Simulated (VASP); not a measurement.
# FeNi3 (Pm-3m) in VASP: further runs, part 2 of 3

VASP 6.6.1.

## (4) Single point, PBEsol, collinear spin, ferromagnetic start

Contents of INCAR:

```
PREC = Accurate
ENCUT = 690
EDIFF = 1E-6
ISMEAR = -1
SIGMA = 0.05
LREAL = F
LASPH = T
NELM = 200
ALGO = Normal
ISIF = 2
LWAVE = F
LCHARG = F
ISPIN = 2
MAGMOM = 1 1 1 3
LORBIT = 11
LMAXMIX = 4
GGA = PS
NBANDS = 47
GGA_COMPAT = F
```

Contents of KPOINTS:

```
Automatic mesh
0
Gamma
  8 8 8
```

Contents of POSCAR:

```
FeNi3
1.0
    3.5450000000      0.0000000000      0.0000000000
    0.0000000000      3.5450000000      0.0000000000
    0.0000000000      0.0000000000      3.5450000000
Ni Fe
3 1
Direct
    0.5000000000      0.5000000000      0.0000000000
    0.5000000000      0.0000000000      0.5000000000
    0.0000000000      0.5000000000      0.5000000000
    0.0000000000      0.0000000000      0.0000000000
```

Potentials or basis: VASP PAW PBE potentials, release 64 (Ni_sv_GW, Fe_sv).

Command:

```bash
$ cat potpaw_PBE.64/Ni_sv_GW/POTCAR potpaw_PBE.64/Fe_sv/POTCAR > POTCAR
$ mpirun -np 1 vasp_std > vasp.out
```

OUTCAR:

```text
PREC = Accurate
   ENCUT = 690
   EDIFF = 1E-6
   ISMEAR = -1
   LREAL = F
   LASPH = T
   NELM = 200
   ISIF = 2
   ISPIN = 2
   LORBIT = 11
   GGA = PS

 ion  position               nearest neighbor table
   1  0.500  0.500  0.000-   2 2.51   3 2.51   4 2.51   2 2.51   3 2.51   2 2.51   4 2.51   2 2.51
                             3 2.51   4 2.51   3 2.51   4 2.51
   2  0.500  0.000  0.500-   1 2.51   3 2.51   4 2.51   1 2.51   4 2.51   1 2.51   3 2.51   1 2.51
                             3 2.51   4 2.51   4 2.51   3 2.51
   3  0.000  0.500  0.500-   1 2.51   2 2.51   4 2.51   1 2.51   4 2.51   2 2.51   4 2.51   4 2.51
                             1 2.51   2 2.51   1 2.51   2 2.51
   4  0.000  0.000  0.000-   1 2.51   2 2.51   3 2.51   2 2.51   3 2.51   1 2.51   3 2.51   3 2.51
                             1 2.51   2 2.51   2 2.51   1 2.51

  LATTYP: Found a simple cubic cell.
 ALAT       =     3.5450000000

  Lattice vectors:

 A1 = (   3.5450000000,   0.0000000000,   0.0000000000)
 A2 = (   0.0000000000,   3.5450000000,   0.0000000000)
 A3 = (   0.0000000000,   0.0000000000,   3.5450000000)

Analysis of symmetry for initial positions (statically):
=====================================================================
 Subroutine PRICEL returns:
 Original cell was already a primitive cell.

 Routine SETGRP: Setting up the symmetry group for a
 simple cubic supercell.

 Subroutine GETGRP returns: Found 48 space group operations
 (whereof 48 operations were pure point group operations)
 out of a pool of 48 trial point group operations.

The static configuration has the point symmetry O_h .

Analysis of symmetry for dynamics (positions and initial velocities):
=====================================================================
 Subroutine PRICEL returns:
 Original cell was already a primitive cell.

 Routine SETGRP: Setting up the symmetry group for a
[... 166 lines left out ...]
  ---------------------------------------------------
  free energy    TOTEN  =       -30.53141905 eV

  energy without entropy =      -30.50330776  energy(sigma->0) =      -30.51736341

 E-fermi :   8.8765     XC(G=0): -13.9501

 val. band max:        8.8669026645   @ k =   0.5000   0.1250   0.1250
 cond. band min:       8.8833252538   @ k =   0.5000   0.5000   0.3750
 fundamental gap:      0.0164225892
 Fermi energy:         8.8764700902

 spin component 1

 k-point     1 :       0.0000    0.0000    0.0000
  band No.  band energies     occupation
      1     -94.5891      1.00000
      2     -94.5590      1.00000
      3     -94.5590      1.00000
      4     -79.9949      1.00000
      5     -55.1636      1.00000
      6     -55.1636      1.00000
[... 1189 lines left out ...]
     46      22.4932      0.00000
     47      24.9498      0.00000

 [... further k-points ...]

 spin component 2

 k-point     1 :       0.0000    0.0000    0.0000
  band No.  band energies     occupation
      1     -93.6905      1.00000
      2     -93.6593      1.00000
      3     -93.6593      1.00000
      4     -76.6473      1.00000
      5     -54.2938      1.00000
      6     -54.2938      1.00000
[... 1189 lines left out ...]
     46      22.9512      0.00000
     47      25.1276      0.00000

 [... further k-points ...]
[... 5 lines left out ...]
  --------------------------------------------------------------------------------------
  -------------------------------------------------------------------------------------
  Total       -3.0095359     -3.0095359     -3.0095359      0.0000000      0.0000000     -0.0000000
  in kB     -108.2334212   -108.2334212   -108.2334212      0.0000000      0.0000000     -0.0000000
  external PRESSURE =    -108.2334212 kB  Pullay stress =       0.0000000 kB

 VOLUME and BASIS-vectors are now :
 -----------------------------------------------------------------------------
  energy-cutoff  :      690.00
  volume of cell :       44.55
      direct lattice vectors                 reciprocal lattice vectors
     3.545000000  0.000000000  0.000000000     0.282087447  0.000000000  0.000000000
     0.000000000  3.545000000  0.000000000     0.000000000  0.282087447  0.000000000
     0.000000000  0.000000000  3.545000000     0.000000000  0.000000000  0.282087447

 POSITION                                       TOTAL-FORCE (eV/Angst)
 -----------------------------------------------------------------------------------
      1.77250      1.77250      0.00000         0.000000      0.000000      0.000000
      1.77250      0.00000      1.77250         0.000000      0.000000      0.000000
      0.00000      1.77250      1.77250         0.000000      0.000000      0.000000
      0.00000      0.00000      0.00000         0.000000      0.000000      0.000000
 -----------------------------------------------------------------------------------
    total drift:                                0.000000      0.000000     -0.000000

  FREE ENERGIE OF THE ION-ELECTRON SYSTEM (eV)
  ---------------------------------------------------
  free  energy   TOTEN  =       -30.5314190516 eV

  energy  without entropy=      -30.5033077598  energy(sigma->0) =      -30.51736341

 total charge

# of ion       s       p       d       f       tot
--------------------------------------------------
    1        2.244   6.305   7.802   0.004  16.355
    2        2.244   6.305   7.802   0.004  16.355
    3        2.244   6.305   7.802   0.004  16.355
    4        2.183   6.030   5.451   0.000  13.665
--------------------------------------------------
tot          8.916  24.944  28.856   0.013  62.730

 magnetization (x)

# of ion       s       p       d       f       tot
--------------------------------------------------
    1       -0.006  -0.027   0.735   0.000   0.702
    2       -0.006  -0.027   0.735   0.000   0.702
    3       -0.006  -0.027   0.735   0.000   0.702
    4        0.010   0.006   2.805   0.000   2.822
--------------------------------------------------
tot         -0.007  -0.074   5.010   0.001   4.929
```

Run time: 7.2 min. Hardware: 1 thread of AMD EPYC 7R43 (Zen 3), shared host; peak memory 0.28 GiB.

What came out:

* Free energy: -30.5314 eV
* Pressure: -10.8 GPa
* Net moment: 4.87 μB per cell
* Site moments: Ni +0.70; Fe +2.82 μB
* Valence electrons inside the program's atomic spheres: Ni 16.36; Fe 13.66

Caveat: the cell stands under tension; the PAW data sets were made with another functional, which shifts forces and pressure a little.

## (5) Single point, PBE, collinear spin, ferromagnetic start

This run uses another cell than the first one, of 11.36 Å³/atom.

Contents of INCAR:

```
SYSTEM = FeNi3
  PREC = Accurate
  ENCUT = 690
  EDIFF = 1E-6
  ISMEAR = -1
  SIGMA = 0.05
  LREAL = .False.
  LASPH = .True.
  NELM = 200
  ALGO = Normal
  ISIF = 2
  LWAVE = .False.
  LCHARG = .False.
  ISPIN = 2
  MAGMOM = 1 1 1 3
  LORBIT = 11
  LMAXMIX = 4
  GGA = PE
  NBANDS = 47
  GGA_COMPAT = .False.
```

Contents of KPOINTS:

```
regular mesh
0
Gamma
  8 8 8
  0 0 0
```

Contents of POSCAR:

```
FeNi3
1.0
    3.5684775054      0.0000000000      0.0000000000
    0.0000000000      3.5684775054      0.0000000000
    0.0000000000      0.0000000000      3.5684775054
Ni Fe
3 1
Direct
    0.5000000000      0.5000000000      0.0000000000
    0.5000000000      0.0000000000      0.5000000000
    0.0000000000      0.5000000000      0.5000000000
    0.0000000000      0.0000000000      0.0000000000
```

Potentials or basis: VASP PAW PBE potentials, release 64 (Ni_sv_GW, Fe_sv).

Command:

```bash
$ cat potpaw_PBE.64/Ni_sv_GW/POTCAR potpaw_PBE.64/Fe_sv/POTCAR > POTCAR
$ mpirun -np 1 vasp_std > vasp.out
```

OUTCAR:

```text
SYSTEM = FeNi3
   PREC = Accurate
   ENCUT = 690
   EDIFF = 1E-6
   ISMEAR = -1
   LREAL = .False.
   LASPH = .True.
   NELM = 200
   ISIF = 2
   ISPIN = 2
   LORBIT = 11
   GGA = PE

 ion  position               nearest neighbor table
   1  0.500  0.500  0.000-   2 2.52   3 2.52   4 2.52   2 2.52   3 2.52   2 2.52   4 2.52   2 2.52
                             3 2.52   4 2.52   3 2.52   4 2.52
   2  0.500  0.000  0.500-   1 2.52   3 2.52   4 2.52   1 2.52   4 2.52   1 2.52   3 2.52   1 2.52
                             3 2.52   4 2.52   4 2.52   3 2.52
   3  0.000  0.500  0.500-   1 2.52   2 2.52   4 2.52   1 2.52   4 2.52   2 2.52   4 2.52   4 2.52
                             1 2.52   2 2.52   1 2.52   2 2.52
   4  0.000  0.000  0.000-   1 2.52   2 2.52   3 2.52   2 2.52   3 2.52   1 2.52   3 2.52   3 2.52
                             1 2.52   2 2.52   2 2.52   1 2.52

  LATTYP: Found a simple cubic cell.
 ALAT       =     3.5684775054

  Lattice vectors:

 A1 = (   3.5684775054,   0.0000000000,   0.0000000000)
 A2 = (   0.0000000000,   3.5684775054,   0.0000000000)
 A3 = (   0.0000000000,   0.0000000000,   3.5684775054)

Analysis of symmetry for initial positions (statically):
=====================================================================
 Subroutine PRICEL returns:
 Original cell was already a primitive cell.

 Routine SETGRP: Setting up the symmetry group for a
 simple cubic supercell.

 Subroutine GETGRP returns: Found 48 space group operations
 (whereof 48 operations were pure point group operations)
 out of a pool of 48 trial point group operations.

The static configuration has the point symmetry O_h .

Analysis of symmetry for dynamics (positions and initial velocities):
=====================================================================
 Subroutine PRICEL returns:
 Original cell was already a primitive cell.

 Routine SETGRP: Setting up the symmetry group for a
 simple cubic supercell.

 Subroutine GETGRP returns: Found 48 space group operations
 (whereof 48 operations were pure point group operations)
 out of a pool of 48 trial point group operations.

The dynamic configuration has the point symmetry O_h .
[... 164 lines left out ...]

 E-fermi :   8.8070     XC(G=0): -13.6306

 val. band max:        8.8022673720   @ k =   0.3750   0.1250   0.0000
 cond. band min:       8.8076485370   @ k =   0.5000   0.1250   0.1250
 fundamental gap:      0.0053811650
 Fermi energy:         8.8069571181

 spin component 1

 k-point     1 :       0.0000    0.0000    0.0000
  band No.  band energies     occupation
      1     -94.9653      1.00000
      2     -94.9386      1.00000
      3     -94.9386      1.00000
      4     -80.4059      1.00000
      5     -55.3913      1.00000
      6     -55.3913      1.00000
[... 1189 lines left out ...]
     46      22.2567      0.00000
     47      24.8489      0.00000

 [... further k-points ...]

 spin component 2

 k-point     1 :       0.0000    0.0000    0.0000
  band No.  band energies     occupation
      1     -94.0343      1.00000
      2     -94.0065      1.00000
      3     -94.0065      1.00000
      4     -76.9833      1.00000
      5     -54.4899      1.00000
      6     -54.4899      1.00000
[... 1189 lines left out ...]
     46      22.6803      0.00000
     47      24.8484      0.00000

 [... further k-points ...]
[... 5 lines left out ...]
  --------------------------------------------------------------------------------------
  -------------------------------------------------------------------------------------
  Total       -1.2934612     -1.2934612     -1.2934612     -0.0000000     -0.0000000     -0.0000000
  in kB      -45.6052764    -45.6052764    -45.6052764     -0.0000000     -0.0000000     -0.0000000
  external PRESSURE =     -45.6052764 kB  Pullay stress =       0.0000000 kB

 VOLUME and BASIS-vectors are now :
 -----------------------------------------------------------------------------
  energy-cutoff  :      690.00
  volume of cell :       45.44
      direct lattice vectors                 reciprocal lattice vectors
     3.568477505  0.000000000  0.000000000     0.280231555  0.000000000  0.000000000
     0.000000000  3.568477505  0.000000000     0.000000000  0.280231555  0.000000000
     0.000000000  0.000000000  3.568477505     0.000000000  0.000000000  0.280231555

 POSITION                                       TOTAL-FORCE (eV/Angst)
 -----------------------------------------------------------------------------------
      1.78424      1.78424      0.00000         0.000000      0.000000      0.000000
      1.78424      0.00000      1.78424         0.000000      0.000000      0.000000
      0.00000      1.78424      1.78424         0.000000      0.000000      0.000000
      0.00000      0.00000      0.00000         0.000000      0.000000      0.000000
 -----------------------------------------------------------------------------------
    total drift:                                0.000000     -0.000000     -0.000000

  FREE ENERGIE OF THE ION-ELECTRON SYSTEM (eV)
  ---------------------------------------------------
  free  energy   TOTEN  =       -27.9861117359 eV

  energy  without entropy=      -27.9586897463  energy(sigma->0) =      -27.97240074

 total charge

# of ion       s       p       d       f       tot
--------------------------------------------------
    1        2.240   6.290   7.807   0.004  16.341
    2        2.240   6.290   7.807   0.004  16.341
    3        2.240   6.290   7.807   0.004  16.341
    4        2.180   6.028   5.452   0.000  13.661
--------------------------------------------------
tot          8.900  24.899  28.873   0.012  62.684

 magnetization (x)

# of ion       s       p       d       f       tot
--------------------------------------------------
    1       -0.006  -0.028   0.756   0.000   0.722
    2       -0.006  -0.028   0.756   0.000   0.722
    3       -0.006  -0.028   0.756   0.000   0.722
    4        0.011   0.006   2.844   0.000   2.861
--------------------------------------------------
tot         -0.006  -0.078   5.111   0.000   5.028
```

Run time: 5.7 min. Hardware: 1 thread of AMD EPYC 7R13 (Zen 3), shared host; peak memory 0.3 GiB.

Results:

- Free energy: -27.9861 eV
- Pressure: -4.6 GPa
- Net moment: 4.94 μB per cell
- Site moments: Ni +0.72; Fe +2.86 μB
- Valence electrons inside the program's atomic spheres: Ni 16.34; Fe 13.66

Caveat: the cell stands under tension.

(Continued in part 3 of 3.)
